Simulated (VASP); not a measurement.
# PtSe (zincblende type) (F-43m) in VASP: a series of runs, part 2 of 2

VASP 6.6.1. The steps go on from the part before.

## (4) Single point, PBEsol (volume scaled by 0.78)

The input, INCAR:

```
SYSTEM = PtSe
ALGO = Normal ; EDIFF = 1E-6
ENCUT = 520 ; GGA = PS
ISIF = 2 ; ISMEAR = -1
LASPH = .TRUE. ; LCHARG = .FALSE.
LREAL = .FALSE. ; LWAVE = .FALSE.
NBANDS = 15 ; NELM = 60
PREC = Accurate ; SIGMA = 0.1
```

The input, KPOINTS:

```
k-points
0
G
  13 13 13
  0 0 0
```

The input, POSCAR:

```
PtSe
1.0
    0.0000000000      2.5839119082      2.5839119082
    2.5839119082      0.0000000000      2.5839119082
    2.5839119082      2.5839119082      0.0000000000
Pt Se
1 1
Direct
    0.0000000000      0.0000000000      0.0000000000
    0.2500000000      0.2500000000      0.2500000000
```

Potentials or basis: VASP PAW PBE potentials, release 64 (Pt, Se).

Started as:

```
cat potpaw_PBE.64/Pt/POTCAR potpaw_PBE.64/Se/POTCAR > POTCAR
mpirun -np 1 vasp_std > vasp.out
```

OUTCAR:

```text
SYSTEM = PtSe
   EDIFF = 1E-6
   ENCUT = 520
   GGA = PS
   ISIF = 2
   ISMEAR = -1
   LASPH = .TRUE.
   LREAL = .FALSE.
   NELM = 60
   PREC = Accurate

 ion  position               nearest neighbor table
   1  0.000  0.000  0.000-   2 2.24   2 2.24   2 2.24   2 2.24
   2  0.250  0.250  0.250-   1 2.24   1 2.24   1 2.24   1 2.24

  LATTYP: Found a face centered cubic cell.
 ALAT       =     5.1678238164

  Lattice vectors:

 A1 = (   0.0000000000,   2.5839119082,   2.5839119082)
 A2 = (   2.5839119082,   0.0000000000,   2.5839119082)
 A3 = (   2.5839119082,   2.5839119082,   0.0000000000)

Analysis of symmetry for initial positions (statically):
=====================================================================
 Subroutine PRICEL returns:
 Original cell was already a primitive cell.

 Routine SETGRP: Setting up the symmetry group for a
 face centered cubic supercell.

 Subroutine GETGRP returns: Found 24 space group operations
 (whereof 24 operations were pure point group operations)
 out of a pool of 48 trial point group operations.

The static configuration has the point symmetry T_d .

Analysis of symmetry for dynamics (positions and initial velocities):
=====================================================================
 Subroutine PRICEL returns:
 Original cell was already a primitive cell.

 Routine SETGRP: Setting up the symmetry group for a
 face centered cubic supercell.

 Subroutine GETGRP returns: Found 24 space group operations
 (whereof 24 operations were pure point group operations)
 out of a pool of 48 trial point group operations.

The dynamic configuration has the point symmetry T_d .

 Subroutine INISYM returns: Found 24 space group operations
 (whereof 24 operations are pure point group operations),
 and found     1 'primitive' translations

----------------------------------------------------------------------------------------

                                     Primitive cell
[... 119 lines left out ...]
   IVDW    =     0    specifies the selected vdW correction
   LEPSILON=     F    determine dielectric tensor
   LRPA    =     F    only Hartree local field effects (RPA)
 non-spin polarized calculation
  energy-cutoff  :      520.00
  volume of cell :       34.50
 maximum number of plane-waves:       946
   NGX = 13   NGY = 13   NGZ = 13

 number of electron      15.9999999 magnetization

 Free energy of the ion-electron system (eV)
  ---------------------------------------------------
  ext. energy  EPLUGINS =         0.00000000
  ---------------------------------------------------
  free energy    TOTEN  =        -9.44256918 eV

  energy without entropy =       -9.40360543  energy(sigma->0) =       -9.42308731

 E-fermi :   9.0021     XC(G=0): -11.7337

 val. band max:        8.9545606222   @ k =  -0.1538   0.1538   0.0000
 cond. band min:       9.0086292733   @ k =  -0.2308   0.1538   0.0000
 fundamental gap:      0.0540686511
 Fermi energy:         9.0020948987

 k-point     1 :       0.0000    0.0000    0.0000
  band No.  band energies     occupation
      1      -8.1261      2.00000
      2       1.1765      2.00000
      3       1.1765      2.00000
      4       1.1765      2.00000
      5       4.6021      2.00000
      6       4.6021      2.00000
      7      10.3043      0.00000
      8      12.4582      0.00000
      9      12.4582      0.00000
     10      12.4582      0.00000
     11      15.9800      0.00000
     12      15.9800      0.00000
     13      15.9800      0.00000
     14      20.9078      0.00000
[... 401 lines left out ...]
      2       0.7446      2.00000
      3       1.6761      2.00000
      4       1.8810      2.00000
      5       4.5660      2.00000
      6       4.9644      2.00000
      7       5.6704      2.00000
      8       9.1626      0.33446
      9       9.2893      0.10715
     10      13.3576      0.00000
     11      16.4863      0.00000
     12      18.1009      0.00000
     13      18.1230      0.00000
     14      21.2708      0.00000
     15      23.6295      0.00000

 [... further k-points ...]

------------------------ aborting loop because EDIFF is reached ----------------------------------------

  FORCE on cell =-STRESS in cart. coord.  units (eV):
  Direction    XX          YY          ZZ          XY          YZ          ZX
  --------------------------------------------------------------------------------------
  -------------------------------------------------------------------------------------
  Total       11.3248616     11.3248616     11.3248616      0.0000000      0.0000000      0.0000000
  in kB      525.8724032    525.8724032    525.8724032      0.0000000      0.0000000      0.0000000
  external PRESSURE =     525.8724032 kB  Pullay stress =       0.0000000 kB

 VOLUME and BASIS-vectors are now :
 -----------------------------------------------------------------------------
  energy-cutoff  :      520.00
  volume of cell :       34.50
      direct lattice vectors                 reciprocal lattice vectors
     0.000000000  2.583911908  2.583911908    -0.193505049  0.193505049  0.193505049
     2.583911908  0.000000000  2.583911908     0.193505049 -0.193505049  0.193505049
     2.583911908  2.583911908  0.000000000     0.193505049  0.193505049 -0.193505049

 POSITION                                       TOTAL-FORCE (eV/Angst)
 -----------------------------------------------------------------------------------
      0.00000      0.00000      0.00000         0.000000      0.000000      0.000000
      1.29196      1.29196      1.29196        -0.000000     -0.000000     -0.000000
 -----------------------------------------------------------------------------------
    total drift:                               -0.000000     -0.000000     -0.000000

  FREE ENERGIE OF THE ION-ELECTRON SYSTEM (eV)
  ---------------------------------------------------
  free  energy   TOTEN  =        -9.4425691820 eV

  energy  without entropy=       -9.4036054307  energy(sigma->0) =       -9.42308731
```

stdout:

```text
POSCAR found type information on POSCAR PtSe
 POSCAR found :  2 types and       2 ions
 scaLAPACK will be used
 -----------------------------------------------------------------------------
|                                                                             |
|                                                                             |
|     You enforced a specific xc type in the INCAR file but a different       |
|     I HOPE YOU KNOW WHAT YOU ARE DOING!                                     |
|                                                                             |
 -----------------------------------------------------------------------------

 LDA part: xc-table for (Slater+PW92), standard interpolation
 POSCAR, INCAR and KPOINTS ok, starting setup
 FFT: planning ... GRIDC
 FFT: planning ... GRID_SOFT
 FFT: planning ... GRID
 WAVECAR not read
 entering main loop
```

Wall time 19 s (1 thread of Intel Xeon 6975P-C (Granite Rapids), shared host); peak memory 0.18 GiB.

Results:

```
Free energy            : -9.4426 eV
Pressure               : 52.6 GPa
Band gap on the k mesh : zero (band 8 reaches 12.46 eV, above the bottom of band 9 at 6.92 eV)
```

Levels at points of the mesh, in eV from the Fermi level:
| k point | band 6 | band 7 | band 8 | band 9 | band 10 | band 11 |
| --- | --- | --- | --- | --- | --- | --- |
| (0.00, 0.00, 0.00) | -4.40 | 1.30 | 3.46 | 3.46 | 3.46 | 6.98 |

Caveat: the PAW data sets were made with another functional, which shifts forces and pressure a little; spin-orbit coupling is left out, which moves the levels of the heavy elements.

## (5) Single point, PBEsol (volume scaled by 0.88)

The input, INCAR:

```
ALGO     = Normal         # electronic algorithm
EDIFF    = 1E-6           # SCF threshold, eV
ENCUT    = 520            # plane-wave cutoff, eV
GGA      = PS             # functional
ISIF     = 2              # what is computed and relaxed
ISMEAR   = -1             # smearing method
LASPH    = True           # aspherical terms in the spheres
LCHARG   = True           # write CHGCAR
LELF     = True           # ELF
LREAL    = False          # projectors in reciprocal space
LVHAR    = True         
LWAVE    = False          # write WAVECAR
NBANDS   = 15             # bands
NELM     = 80             # most SCF steps
PREC     = Accurate       # precision mode
SIGMA    = 0.1            # smearing width, eV
```

The input, KPOINTS:

```
k-points
0
Gamma
  13 13 13
```

The input, POSCAR:

```
PtSe
1.0
    0.0000000000      2.6899263750      2.6899263750
    2.6899263750      0.0000000000      2.6899263750
    2.6899263750      2.6899263750      0.0000000000
Pt Se
1 1
Direct
    0.0000000000      0.0000000000      0.0000000000
    0.2500000000      0.2500000000      0.2500000000
```

Started as:

```
cat potpaw_PBE.64/Pt/POTCAR potpaw_PBE.64/Se/POTCAR > POTCAR
mpirun -np 1 vasp_std > vasp.out
```

Wall time 19 s (1 thread of Intel Xeon 6975P-C (Granite Rapids), shared host); peak memory 0.19 GiB.

It converged, with:

| Item | Value |
| --- | --- |
| Free energy | -10.3990 eV |
| Pressure | 20.0 GPa |
| Band gap on the k mesh | zero (band 8 reaches 10.13 eV, above the bottom of band 9 at 5.47 eV) |

Levels at points of the mesh, in eV from the Fermi level:
```csv
k point,band 6,band 7,band 8,band 9,band 10,band 11
"(0.00, 0.00, 0.00)",-3.68,1.04,2.96,2.96,2.96,6.80
```

Caveat: the PAW data sets were made with another functional, which shifts forces and pressure a little; spin-orbit coupling is left out, which moves the levels of the heavy elements.

## (6) Single point, PBEsol (volume scaled by 0.88)

The input, INCAR:

```
SYSTEM = PtSe
PREC = Accurate
ENCUT = 520
EDIFF = 1E-6
ISMEAR = -1
SIGMA = 0.1
LREAL = .False.
LASPH = .True.
NELM = 60
ALGO = Normal
ISIF = 2
LWAVE = .False.
LCHARG = .False.
GGA = PS
NBANDS = 15
```

The input, KPOINTS:

```
regular mesh
0
Gamma
  13 13 13
  0 0 0
```

POSCAR is that of step 5.

Potentials or basis: VASP PAW PBE potentials, release 64 (Pt, Se).

Started as:

```
cat potpaw_PBE.64/Pt/POTCAR potpaw_PBE.64/Se/POTCAR > POTCAR
mpirun -np 1 vasp_std > vasp.out
```

Run time: 18 s. Hardware: 1 thread of Intel Xeon 6975P-C (Granite Rapids), shared host; peak memory 0.18 GiB.

Results (log left out):

```yaml
Free_energy: -10.3990 eV
Pressure: 20.0 GPa
Band_gap_on_the_k_mesh: zero (band 8 reaches 10.13 eV, above the bottom of band 9 at 5.47 eV)
```

Levels at points of the mesh, in eV from the Fermi level:
| k point | band 5 | band 6 | band 7 | band 8 | band 9 | band 10 | band 11 | band 12 |
| --- | --- | --- | --- | --- | --- | --- | --- | --- |
| (0.00, 0.00, 0.00) | -3.68 | -3.68 | 1.04 | 2.96 | 2.96 | 2.96 | 6.80 | 6.80 |

Caveat: the PAW data sets were made with another functional, which shifts forces and pressure a little; spin-orbit coupling is left out, which moves the levels of the heavy elements.

## (7) The runs side by side

```csv
cell,gap on the mesh (eV),pressure (GPa)
"a = 3.151 Å, angles 60.0°, 2 atoms",none,427.7
"a = 3.311 Å, angles 60.0°, 2 atoms",none,237.6
"a = 3.654 Å, angles 60.0°, 2 atoms",none,52.6
"a = 3.804 Å, angles 60.0°, 2 atoms",none,20.0
```

Alike in all rows: task single point; level PBEsol; potentials or basis VASP PAW PBE potentials, release 64 (Pt, Se); no spin polarisation; k mesh 13 × 13 × 13; cutoff (eV) 520; smearing fermi-dirac 0.1 eV.

Caveats: the PAW data sets were made with another functional, which shifts forces and pressure a little; spin-orbit coupling is left out, which moves the levels of the heavy elements.

Absolute energies hang on the potentials; compare differences alone.
